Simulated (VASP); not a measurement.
Here is a VASP 6.6.1 calculation.

File INCAR:

```
SYSTEM = Cd3HgS4
  PREC = Accurate
  ENCUT = 630
  EDIFF = 1E-6
  ISMEAR = 0
  SIGMA = 0.01
  LREAL = .FALSE.
  LASPH = .TRUE.
  NELM = 120
  ALGO = Normal
  ISIF = 2
  LWAVE = .FALSE.
  LCHARG = .TRUE.
  GGA = PE
  LELF = .TRUE.
  LVHAR = .TRUE.
  NBANDS = 62
  GGA_COMPAT = .FALSE.
```

The input KPOINTS:

```
Automatic mesh
0
G
  6 6 6
  0 0 0
```

The input POSCAR:

```
Cd3HgS4
1.0
   -2.9103576307      2.9103576307      5.8215641797
    2.9103576307     -2.9103576307      5.8215641797
    2.9103576307      2.9103576307     -5.8215641797
Cd S Hg
3 4 1
Direct
    0.7500000000      0.2500000000      0.5000000000
    0.5000000000      0.5000000000      0.0000000000
    0.2500000000      0.7500000000      0.5000000000
    0.1260947508      0.6219475268      0.0000000000
    0.8739052492      0.8739052492      0.4958527761
    0.6219475268      0.1260947508      0.0000000000
    0.3780524732      0.3780524732      0.5041472239
    0.0000000000      0.0000000000      0.0000000000
```

Potentials or basis: VASP PAW PBE potentials, release 64 (Cd_sv_GW, S, Hg_sv_GW).

Command:

```bash
$ cat potpaw_PBE.64/Cd_sv_GW/POTCAR potpaw_PBE.64/S/POTCAR potpaw_PBE.64/Hg_sv_GW/POTCAR > POTCAR
$ mpirun -np 1 vasp_std > vasp.out
```

What does it give for the largest force?

0.004 eV/Å.

Predict the pressure.

3.6 GPa.

Forces on the atoms (eV/Å):
```
Cd   0.000  0.000  0.000
Cd   0.000  0.000  0.000
Cd   0.000  0.000  0.000
S    0.002 -0.002  0.003
S    0.002  0.002 -0.003
S   -0.002  0.002  0.003
S   -0.002 -0.002 -0.003
Hg   0.000  0.000  0.000
```

Caveat: the cell stands under pressure.
